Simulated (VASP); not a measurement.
**Sr: single point with PBEsol**

Crystal: Sr.

```
CELL_PARAMETERS angstrom
4.66990 0.00000 0.00000
0.00000 4.66990 0.00000
0.00000 0.00000 4.52981
ATOMIC_POSITIONS crystal
Sr 0.00000 0.00000 0.00000
Sr 0.50000 0.50000 0.50000
```

This cell differs from its parent crystal: strain along c alone, the other axes held: -3.0 %.

```yaml
Program: VASP 6.6.1
Task: single point
Functional: PBEsol
Potentials_or_basis: VASP PAW PBE potentials, release 64 (Sr_sv)
Cutoff: 520 eV
k_mesh: 12 × 12 × 12
Occupations: gaussian, width 0.1 eV
Spin: no spin polarisation
```

| Quantity | Value |
| --- | --- |
| Pressure | 0.5 GPa |
| Band gap on the k mesh | zero (bands 10 and 11 overlap by 0.61 eV) |

Stress tensor (GPa, compression positive):
```
0.39 0.00 0.00
0.00 0.39 0.00
0.00 0.00 0.57
```

Levels at points of the mesh, in eV from the Fermi level:
| k point | band 8 | band 9 | band 10 | band 11 | band 12 | band 13 |
| --- | --- | --- | --- | --- | --- | --- |
| (0.00, 0.00, 0.00) | -18.17 | -3.78 | -0.29 | -0.22 | 2.39 | 2.59 |
| (0.50, 0.00, 0.00) | -18.26 | -1.77 | -1.77 | 1.22 | 1.22 | 2.24 |
| (0.50, 0.50, 0.00) | -18.17 | -1.09 | -1.09 | 0.37 | 0.37 | 1.38 |
| (0.00, 0.00, 0.50) | -18.27 | -1.66 | -1.66 | 1.27 | 1.27 | 2.22 |
| (0.50, 0.00, 0.50) | -18.17 | -1.04 | -1.04 | 0.47 | 0.47 | 1.16 |
| (0.50, 0.50, 0.50) | -18.31 | 0.39 | 0.39 | 0.39 | 0.39 | 0.45 |

It took 8.2 min on 1 thread of Oxide Virtual Turin-like Processor, on a shared host, peak memory 0.38 GiB.

Caveat: the cell differs from its parent crystal (strain along c alone, the other axes held: -3.0 %); the PAW data sets were made with another functional, which shifts forces and pressure a little.
